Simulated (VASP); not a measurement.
# W16N (a cell with a defect) in VASP: notebook

The runs below take W16N (a cell with a defect) through single point, with PBE.

Everything below comes from runs of VASP 6.6.1. Logs are shortened: lines on timing, memory, paths and dates and some standing lists are left out, and cuts for length are marked.

**1. The cell of the first run**

The cell holds a defect, 17 atoms: a = 6.320 Å, b = 6.320 Å, c = 6.320 Å, α = 90.00°, β = 90.00°, γ = 90.00°.

**2. Single point, PBE**

Input file INCAR:

```
SYSTEM = W16N
  PREC = Accurate
  ENCUT = 520
  EDIFF = 1E-6
  ISMEAR = 0
  SIGMA = 0.15
  LREAL = Auto
  LASPH = .True.
  NELM = 60
  ALGO = Normal
  ISIF = 2
  LWAVE = .False.
  LCHARG = .False.
  GGA = PE
  NBANDS = 128
```

Input file KPOINTS:

```
regular mesh
0
Gamma
  3 3 3
  0 0 0
```

Input file POSCAR:

```
W16N
1.0
    6.3200000000      0.0000000000      0.0000000000
    0.0000000000      6.3200000000      0.0000000000
    0.0000000000      0.0000000000      6.3200000000
W N
16 1
Direct
    0.0034436709     -0.0014231013      0.0027810127
    0.4905155063     -0.0354200949      0.0002564873
    0.0034224684      0.5007223101      0.0027837025
    0.0041719937      0.0003213608      0.5033748418
    0.2472919304      0.2496473101      0.2526761076
    0.4904631329      0.5346920886      0.0002194620
    0.4997148734     -0.0011735759      0.5035549051
    0.7596254747      0.2496468354      0.2623753165
    0.0041786392      0.4989545886      0.5033780063
    0.2400169304      0.7496460443      0.2593012658
    0.2446123418      0.2496530063      0.7500196203
    0.4997219937      0.5004694620      0.5035447785
    0.7511835443      0.7496382911      0.2571493671
    0.7553969937      0.2496473101      0.7479183544
    0.2392101266      0.7496609177      0.7458071203
    0.7519955696      0.7496428797      0.7477435127
    0.5724384494      0.2496786392      0.0126886076
```

Potentials or basis: VASP PAW PBE potentials, release 64 (W_sv, N).

Started as:

```bash
$ cat potpaw_PBE.64/W_sv/POTCAR potpaw_PBE.64/N/POTCAR > POTCAR
$ mpirun -np 1 vasp_std > vasp.out
```

OUTCAR:

```text
SYSTEM = W16N
   PREC = Accurate
   ENCUT = 520
   EDIFF = 1E-6
   ISMEAR = 0
   LREAL = Auto
   LASPH = .True.
   NELM = 60
   ISIF = 2
   GGA = PE

 ion  position               nearest neighbor table
   1  0.003  0.999  0.003-  15 2.71  10 2.71   5 2.72  11 2.72  14 2.75   8 2.75  16 2.76  13 2.76
                             2 3.09   3 3.15   4 3.16   4 3.16   3 3.17   2 3.25
   2  0.491  0.965  0.000-  17 1.88  15 2.64  10 2.65  16 2.67  13 2.68   6 2.72   5 2.86  11 2.86
                            14 2.93   8 2.98   1 3.09   7 3.15   7 3.19   1 3.25
   3  0.003  0.501  0.003-  15 2.71  10 2.71   5 2.72  11 2.72  14 2.75   8 2.75  16 2.76  13 2.76
                             6 3.09   1 3.15   9 3.16   9 3.16   1 3.17   6 3.25
   4  0.004  0.000  0.503-  15 2.66  10 2.67   8 2.68  11 2.69  14 2.71   5 2.71  16 2.73  13 2.74
                             7 3.13   9 3.15   1 3.16   1 3.16   9 3.17   7 3.19
   5  0.247  0.250  0.253-  17 2.55   9 2.71   4 2.71   1 2.72   3 2.72  12 2.75   7 2.75   6 2.86
                             2 2.86   8 3.08  11 3.14  10 3.16  10 3.16  11 3.18   8 3.24
   6  0.490  0.535  0.000-  17 1.88  15 2.64  10 2.65  16 2.67  13 2.68   2 2.72   5 2.86  11 2.86
                            14 2.93   8 2.98   3 3.09  12 3.15  12 3.19   3 3.25
   7  0.500  0.999  0.504-  16 2.72  13 2.73  14 2.74   8 2.74  15 2.74  11 2.75  10 2.75   5 2.75
                             4 3.13   2 3.15  12 3.15  12 3.17   4 3.19   2 3.19
   8  0.760  0.250  0.262-  17 1.97   9 2.68   4 2.68  12 2.74   7 2.74   3 2.75   1 2.75   2 2.98
                             6 2.98  14 3.07   5 3.08  13 3.16  13 3.16   5 3.24  14 3.25
   9  0.004  0.499  0.503-  15 2.66  10 2.67   8 2.68  11 2.69  14 2.71   5 2.71  16 2.73  13 2.74
                            12 3.13   4 3.15   3 3.16   3 3.16   4 3.17  12 3.19
  10  0.240  0.750  0.259-   2 2.65   6 2.65   4 2.67   9 2.67   1 2.71   3 2.71  12 2.75   7 2.75
                            15 3.07  13 3.09   5 3.16   5 3.16  13 3.23  15 3.25
  11  0.245  0.250  0.750-   9 2.69   4 2.69   1 2.72   3 2.72   7 2.75  12 2.75   6 2.86   2 2.86
                            14 3.09   5 3.14  15 3.16  15 3.16   5 3.18  14 3.23
  12  0.500  0.500  0.504-  16 2.72  13 2.73  14 2.74   8 2.74  15 2.75  11 2.75  10 2.75   5 2.75
                             9 3.13   6 3.15   7 3.15   7 3.17   9 3.19   6 3.19
  13  0.751  0.750  0.257-   2 2.68   6 2.68  12 2.73   7 2.73   4 2.74   9 2.74   3 2.76   1 2.76
                            10 3.09  16 3.10   8 3.16   8 3.16  16 3.22  10 3.23
  14  0.755  0.250  0.748-  17 2.03   9 2.71   4 2.71   7 2.74  12 2.74   3 2.75   1 2.75   6 2.93
                             2 2.93   8 3.07  11 3.09  16 3.16  16 3.16  11 3.23   8 3.25
  15  0.239  0.750  0.746-   6 2.64   2 2.64   4 2.66   9 2.66   1 2.71   3 2.71   7 2.74  12 2.75
                            10 3.07  16 3.08  11 3.16  11 3.16  16 3.24  10 3.25
  16  0.752  0.750  0.748-   2 2.67   6 2.67  12 2.72   7 2.72   4 2.73   9 2.73   3 2.76   1 2.76
                            15 3.08  13 3.10  14 3.16  14 3.16  13 3.22  15 3.24
  17  0.572  0.250  0.013-   6 1.88   2 1.88   8 1.97  14 2.03   5 2.55

  LATTYP: Found a simple cubic cell.
 ALAT       =     6.3200000000

  Lattice vectors:

 A1 = (   6.3200000000,   0.0000000000,   0.0000000000)
 A2 = (   0.0000000000,   6.3200000000,   0.0000000000)
 A3 = (   0.0000000000,   0.0000000000,   6.3200000000)

Analysis of symmetry for initial positions (statically):
=====================================================================
 Subroutine PRICEL returns:
 Original cell was already a primitive cell.

 Routine SETGRP: Setting up the symmetry group for a
 simple cubic supercell.

 Subroutine GETGRP returns: Found  1 space group operations
 (whereof  1 operations were pure point group operations)
 out of a pool of 48 trial point group operations.

The static configuration has the point symmetry C_1 .

Analysis of symmetry for dynamics (positions and initial velocities):
=====================================================================
 Subroutine PRICEL returns:
 Original cell was already a primitive cell.

 Routine SETGRP: Setting up the symmetry group for a
 simple cubic supercell.

 Subroutine GETGRP returns: Found  1 space group operations
 (whereof  1 operations were pure point group operations)
 out of a pool of 48 trial point group operations.

The dynamic configuration has the point symmetry C_1 .

 Subroutine INISYM returns: Found  1 space group operations
 (whereof  1 operations are pure point group operations),
 and found     1 'primitive' translations

----------------------------------------------------------------------------------------

                                     Primitive cell

  volume of cell :     252.4360

  direct lattice vectors                    reciprocal lattice vectors
     6.320000000  0.000000000  0.000000000     0.158227848  0.000000000  0.000000000
[... 67 lines left out ...]
 ===========================================

 Found     14 irreducible k-points:

 Following reciprocal coordinates:
            Coordinates               Weight
  0.000000  0.000000  0.000000      1.000000
  0.333333  0.000000  0.000000      2.000000
  0.000000  0.333333  0.000000      2.000000
  0.000000  0.000000  0.333333      2.000000
  0.333333  0.333333  0.000000      2.000000
  0.000000  0.333333  0.333333      2.000000
  0.333333  0.000000  0.333333      2.000000
 -0.333333  0.333333  0.000000      2.000000
 -0.333333  0.000000  0.333333      2.000000
  0.000000 -0.333333  0.333333      2.000000
  0.333333  0.333333  0.333333      2.000000
 -0.333333  0.333333  0.333333      2.000000
 -0.333333 -0.333333  0.333333      2.000000
  0.333333 -0.333333  0.333333      2.000000
   k-points           NKPTS =     14   k-points in BZ     NKDIM =     14   number of bands    NBANDS=    128
   number of dos      NEDOS =    301   number of ions     NIONS =     17
   total plane-waves  NPLWV = 110592
   dimension x,y,z NGX =    48 NGY =   48 NGZ =   48
   dimension x,y,z NGXF=    96 NGYF=   96 NGZF=   96
   ions per type =              16   1
   NGX,Y,Z   is equivalent  to a cutoff of  12.63, 12.63, 12.63 a.u.
   NGXF,Y,Z  is equivalent  to a cutoff of  25.25, 25.25, 25.25 a.u.
 SYSTEM =  W16N
   PREC   = accura    normal or accurate (medium, high low for compatibility)
   ISTART =      0    job   : 0-new  1-cont  2-samecut
   ICHARG =      2    charge: 1-file 2-atom 10-const
   ISPIN  =      1    spin polarized calculation?
   LNONCOLLINEAR =      F non collinear calculations
   LSORBIT =      F    spin-orbit coupling
   LASPH  =      T    aspherical Exc in radial PAW
   ENCUT  =  520.0 eV  38.22 Ry    6.18 a.u.  11.75 11.75 11.75*2*pi/ulx,y,z
   NELM   =     60;   NELMIN=  2; NELMDL= -5     # of ELM steps
   EDIFF  = 0.1E-05   stopping-criterion for ELM
   LREAL  =      T    real-space projection
   EDIFFG = 0.1E-04   stopping-criterion for IOM
   NSW    =      0    number of steps for IOM
   IBRION =     -1    ionic relax: 0-MD 1-quasi-New 2-CG
   NFREE  =      0    steps in history (QN), initial steepest desc. (CG)
   ISIF   =      2    stress and relaxation
   ISYM   =      2    0-nonsym 1-usesym 2-fastsym
   POTIM  = 0.5000    time-step for ionic-motion
   TEBEG  =    0.0;   TEEND  =   0.0 temperature during run
   PSTRESS=    0.0 pullay stress
   NELECT =     229.0000    total number of electrons
   NUPDOWN=      -1.0000    fix difference up-down
   EMIN   =  10.00;   EMAX   =-10.00  energy-range for DOS
   EFERMI =   0.00;   METHOD = LEGACY
   ISMEAR =     0;   SIGMA  =   0.15  broadening in eV -4-tet -1-fermi 0-gaus
   EFERMI_NEDOS =   21; number of points for ismear=-14 and -15
   IALGO  =     38    algorithm
   IMIX   =      4    mixing-type and parameters
     AMIX     =   0.40;   BMIX     =  1.00
     AMIX_MAG =   1.60;   BMIX_MAG =  1.00
  volume/ion in A,a.u.               =      14.85       100.21
  Fermi-wavevector in a.u.,A,eV,Ry     =   1.584782  2.994804 34.171502  2.511535
  Thomas-Fermi vector in A             =   2.684347
   LORBIT       =      0    0 simple, 1 ext, 2 COOP (PROOUT), +10 PAW based schemes
   GGA     = PE    functional components
   LHFCALC =     F    Hartree Fock is set to
   AEXX    =    0.0000 exact exchange contribution
   IVDW    =     0    specifies the selected vdW correction
   LEPSILON=     F    determine dielectric tensor
   LRPA    =     F    only Hartree local field effects (RPA)
 non-spin polarized calculation
 Gauss-broadening in eV      SIGMA  =   0.15
  energy-cutoff  :      520.00
  volume of cell :      252.44
 maximum number of plane-waves:      6859
   NGX = 23   NGY = 23   NGZ = 23

 number of electron     228.9999993 magnetization

 Free energy of the ion-electron system (eV)
  ---------------------------------------------------
  ext. energy  EPLUGINS =         0.00000000
  ---------------------------------------------------
  free energy    TOTEN  =      -212.85374291 eV

  energy without entropy =     -212.75312358  energy(sigma->0) =     -212.80343325

 E-fermi :  11.8689     XC(G=0): -13.7768

 val. band max:       11.8472772700   @ k =  -0.3333   0.0000   0.3333
 cond. band min:      11.8766979088   @ k =   0.3333   0.0000   0.3333
 fundamental gap:      0.0294206388
 Fermi energy:        11.8688752345

 k-point     1 :       0.0000    0.0000    0.0000
  band No.  band energies     occupation
      1     -62.4199      2.00000
      2     -62.3881      2.00000
      3     -62.3185      2.00000
      4     -62.2755      2.00000
      5     -62.2243      2.00000
      6     -62.2229      2.00000
[... 1795 lines left out ...]
    125      13.7085      0.00000
    126      13.8395      0.00000
 [bands above 126 left out]

------------------------ aborting loop because EDIFF is reached ----------------------------------------

  FORCE on cell =-STRESS in cart. coord.  units (eV):
  Direction    XX          YY          ZZ          XY          YZ          ZX
  --------------------------------------------------------------------------------------
  -------------------------------------------------------------------------------------
  Total       27.2064006     39.7154238     25.5212340     -0.0078462     -0.0036239      1.5138802
  in kB      172.6753862    252.0684837    161.9798589     -0.0497991     -0.0230003      9.6083953
  external PRESSURE =     195.5745763 kB  Pullay stress =       0.0000000 kB

 VOLUME and BASIS-vectors are now :
 -----------------------------------------------------------------------------
  energy-cutoff  :      520.00
  volume of cell :      252.44
      direct lattice vectors                 reciprocal lattice vectors
     6.320000000  0.000000000  0.000000000     0.158227848  0.000000000  0.000000000
     0.000000000  6.320000000  0.000000000     0.000000000  0.158227848  0.000000000
     0.000000000  0.000000000  6.320000000     0.000000000  0.000000000  0.158227848

 POSITION                                       TOTAL-FORCE (eV/Angst)
 -----------------------------------------------------------------------------------
      0.02176      6.31101      0.01758         0.025511     -0.005633     -0.006296
      3.10006      6.09615      0.00162         0.005651     -0.250217     -0.063238
      0.02163      3.16456      0.01759         0.028677      0.006088     -0.006642
      0.02637      0.00203      3.18133        -0.003251      0.056633      0.002562
      1.56289      1.57777      1.59691         0.090470     -0.000548     -0.037413
      3.09973      3.37925      0.00139         0.005511      0.259544     -0.061947
[... 9 lines left out ...]
      4.75261      4.73774      4.72574         0.084317      0.000778     -0.047334
      3.61781      1.57797      0.08019        -0.703954     -0.010260      0.207935
 -----------------------------------------------------------------------------------
    total drift:                               -0.002388      0.001901     -0.007370

  FREE ENERGIE OF THE ION-ELECTRON SYSTEM (eV)
  ---------------------------------------------------
  free  energy   TOTEN  =      -212.8537429112 eV

  energy  without entropy=     -212.7531235813  energy(sigma->0) =     -212.80343325
```

Run time: 7.7 min. Hardware: 1 thread of AMD EPYC 9R45 (Zen 5), shared host; peak memory 0.46 GiB.

Results:

| Quantity | Value |
| --- | --- |
| Free energy | -212.8537 eV |
| Pressure | 19.6 GPa |
| Largest force | 0.734 eV/Å |
| Band gap on the k mesh | zero (an odd number of electrons rules out a gap without spin polarisation) |

Forces on the atoms (eV/Å):
```
W    0.026 -0.006 -0.006
W    0.006 -0.250 -0.063
W    0.029  0.006 -0.007
W   -0.003  0.057  0.003
W    0.090 -0.001 -0.037
W    0.006  0.260 -0.062
W    0.047  0.023  0.002
W    0.176  0.000 -0.131
W   -0.004 -0.055  0.003
W    0.023  0.001  0.037
W    0.029  0.000 -0.050
W    0.047 -0.024  0.004
W    0.067  0.000  0.010
W    0.079 -0.001  0.212
W    0.003 -0.001 -0.076
W    0.084  0.001 -0.047
N   -0.704 -0.010  0.208
```

Levels at points of the mesh, in eV from the Fermi level:
```
           k point  band 112  band 113  band 114  band 115  band 116  band 117
(0.00, 0.00, 0.00)     -0.56     -0.51      0.09      0.25      0.43      0.55
```

Caveat: spin-orbit coupling is left out, which moves the levels of the heavy elements.

**3. Single point, PBE**

Input file INCAR:

```
SYSTEM = W16N
  ALGO = Normal
  EDIFF = 1E-6
  ENCUT = 520
  GGA = PE
  ISIF = 2
  ISMEAR = 0
  LASPH = .TRUE.
  LCHARG = .FALSE.
  LREAL = Auto
  LWAVE = .FALSE.
  NBANDS = 128
  NELM = 60
  PREC = Accurate
  SIGMA = 0.15
```

Input file KPOINTS:

```
k-points
0
G
  3 3 3
  0 0 0
```

Input file POSCAR:

```
W16N
1.0
    6.3200000000      0.0000000000      0.0000000000
    0.0000000000      6.3200000000      0.0000000000
    0.0000000000      0.0000000000      6.3200000000
W N
16 1
Direct
    0.0014306962     -0.0018373418      0.0048275316
    0.4954242089     -0.0426044304      0.0035974684
    0.0014142405      0.5008609177      0.0048303797
    0.0011085443      0.0024941456      0.5050870253
    0.2499920886      0.2495126582      0.2546261076
    0.4953789557      0.5416107595      0.0035583861
    0.4992632911     -0.0016493671      0.5052460443
    0.7557409810      0.2495117089      0.2594479430
    0.0011123418      0.4965161392      0.5050886076
    0.2395049051      0.7495093354      0.2626993671
    0.2473990506      0.2495174051      0.7527936709
    0.4992696203      0.5006718354      0.5052357595
    0.7539724684      0.7494979430      0.2609886076
    0.7531034810      0.2495129747      0.7534792722
    0.2388223101      0.7495231013      0.7460893987
    0.7546026899      0.7495069620      0.7478272152
    0.5362250000      0.2495484177      0.0113409810
```

Potentials or basis: VASP PAW PBE potentials, release 64 (W_sv, N).

Started as:

```bash
$ cat potpaw_PBE.64/W_sv/POTCAR potpaw_PBE.64/N/POTCAR > POTCAR
$ mpirun -np 1 vasp_std > vasp.out
```

Run time: 18 min. Hardware: 1 thread of Intel Xeon 8259CL, shared host; peak memory 0.49 GiB.

It converged, with:

```yaml
Free_energy: -213.1133 eV
Pressure: 18.8 GPa
Largest_force: 1.221 eV/Å
Band_gap_on_the_k_mesh: zero (an odd number of electrons rules out a gap without spin polarisation)
```

Forces on the atoms (eV/Å):
```
W   -0.002 -0.010  0.010
W    0.228 -0.337  0.053
W    0.000  0.011  0.009
W   -0.038  0.092 -0.001
W    0.153 -0.001  0.009
W    0.229  0.353  0.055
W    0.054 -0.009 -0.006
W   -0.037  0.000 -0.127
W   -0.038 -0.091 -0.001
W    0.046  0.001  0.060
W    0.160 -0.001  0.027
W    0.054  0.007 -0.005
W    0.176  0.001  0.077
W    0.014 -0.001  0.091
W    0.050  0.000 -0.066
W    0.165  0.000 -0.071
N   -1.215 -0.014 -0.115
```

Stress tensor (GPa, compression positive):
```
14.52  0.00  0.32
 0.00 27.27  0.00
 0.32  0.00 14.65
```

Levels at points of the mesh, in eV from the Fermi level:
| k point | band 112 | band 113 | band 114 | band 115 | band 116 | band 117 | band 118 | band 119 |
| --- | --- | --- | --- | --- | --- | --- | --- | --- |
| (0.00, 0.00, 0.00) | -0.59 | -0.56 | -0.25 | 0.32 | 0.38 | 0.50 | 0.51 | 0.51 |

Caveat: spin-orbit coupling is left out, which moves the levels of the heavy elements.

The gap in the log of VASP goes by the Fermi energy; the results here count the filled bands.